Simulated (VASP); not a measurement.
Runs of VASP 6.6.1 on In. It takes space group C2/m (No. 12, monoclinic). The conventional cell has a = 4.354 Å, b = 4.568 Å, c = 3.271 Å, α = 90.00°, β = 130.83°, γ = 90.00°. In (site symmetry 2/m) has 12 In at 3.16 to 3.37 Å within 4.2 Å. 

```tsv
smearing	gap on the mesh (eV)	pressure (GPa)
methfessel-paxton 0.3 eV	none	0.0
fermi-dirac 0.1 eV	none	0.0
fermi-dirac 1 eV	none	3.4
fermi-dirac 0.2 eV	none	(a)
fermi-dirac 0.03 eV	none	0.0
```

Alike in all rows: task single point; level LDA; potentials or basis VASP PAW LDA potentials, release 64 (In_d); no spin polarisation; cell as given; k mesh 12 × 12 × 14; cutoff (eV) 520.

Question: Estimate the missing entries.

Answer: (a) 0.2.

Caveats: spin-orbit coupling is left out, which moves the levels of the heavy elements.

A k mesh can miss the band edges, and the runs leave out spin-orbit coupling on In.

A gap of «none» marks levels without a gap at the run's occupations.
